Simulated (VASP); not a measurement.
A run of VASP 6.6.1 is set up as follows.

INCAR

```
SYSTEM = HfC
PREC     = Accurate       ! precision mode
ENCUT    = 520            ! plane-wave cutoff, eV
EDIFF    = 1E-6           ! SCF threshold, eV
ISMEAR   = 1              ! smearing method
SIGMA    = 0.05           ! smearing width, eV
LREAL    = .FALSE.        ! projectors in reciprocal space
LASPH    = .TRUE.         ! aspherical terms in the spheres
NELM     = 80             ! most SCF steps
ALGO     = Normal         ! electronic algorithm
ISIF     = 2              ! what is computed and relaxed
LWAVE    = .FALSE.        ! write WAVECAR
LCHARG   = .FALSE.        ! write CHGCAR
GGA      = PE             ! functional
NBANDS   = 14             ! bands
```

File KPOINTS:

```
Automatic mesh
0
G
  3 3 3
  0 0 0
```

POSCAR

```
HfC
1.0
    0.0000000000      2.3250000000      2.3250000000
    2.3250000000      0.0000000000      2.3250000000
    2.3250000000      2.3250000000      0.0000000000
Hf C
1 1
Direct
    0.5000000000      0.5000000000      0.5000000000
    0.0000000000      0.0000000000      0.0000000000
```

Potentials or basis: VASP PAW PBE potentials, release 64 (Hf_pv, C).

Launch:

```console
$ cat potpaw_PBE.64/Hf_pv/POTCAR potpaw_PBE.64/C/POTCAR > POTCAR
$ mpirun -np 1 vasp_std > vasp.out
```

Q: What does it give for the pressure?

A: -0.5 GPa.

Q: Estimate the band gap on the k mesh.

A: Zero (band 7 reaches 6.89 eV, above the bottom of band 8 at 5.55 eV).

Caveat: the k points lie up to 0.78 Å⁻¹ apart; spin-orbit coupling is left out, which moves the levels of the heavy elements.
